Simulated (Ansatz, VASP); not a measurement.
Pt12CO: VASP beside Ansatz

```
CELL_PARAMETERS angstrom
5.53778 0.00000 0.00000
-2.76889 4.79586 0.00000
0.00000 0.00000 23.67158
ATOMIC_POSITIONS crystal
Pt 0.33333 0.16667 0.33796
Pt 0.33333 0.66667 0.33796
Pt 0.83333 0.16667 0.33796
Pt 0.83333 0.66667 0.33796
Pt 0.66667 0.33333 0.43346
Pt 0.66667 0.83333 0.43346
Pt 0.16667 0.33333 0.43346
Pt 0.16667 0.83333 0.43346
Pt 0.00000 0.50000 0.52897
Pt 0.00000 0.00000 0.52897
Pt 0.50000 0.50000 0.52897
Pt 0.50000 0.00000 0.52897
C 0.16667 0.33333 0.66035
O 0.16667 0.33333 0.61177
```

Alike in both runs: task single point; functional PBE; k mesh 6 × 6 × 1; occupations fermi-dirac, width 0.05 eV; no spin polarisation.

```csv
,VASP,Ansatz
version,VASP 6.6.1,Ansatz 0.2.0
potentials or method,"VASP PAW PBE potentials, release 64 (Pt, C, O)",Ansatz PAW
plane-wave cutoff (eV),520,420
valence electrons in the cell,130,226
```

```csv
,VASP,Ansatz,Ansatz less VASP
gap on the k mesh at the Fermi level (eV),none,none,-
rms of the force components (eV/Å),0.362,0.446,+0.0846
```

Atom by atom the forces differ by 0.187 eV/Å (rms over components). A gap of «none» marks a metal or a gap that the smearing closes. With one functional, cell and mesh, what is left measures potentials, basis and numerics. VASP's potentials hold 130 valence electrons a cell and Ansatz's 226, so a difference there can come from the potentials and not from the codes.

Spin-orbit coupling is off throughout. Noted on VASP's run: the standard files for N, O and F lose accuracy on very short bonds.
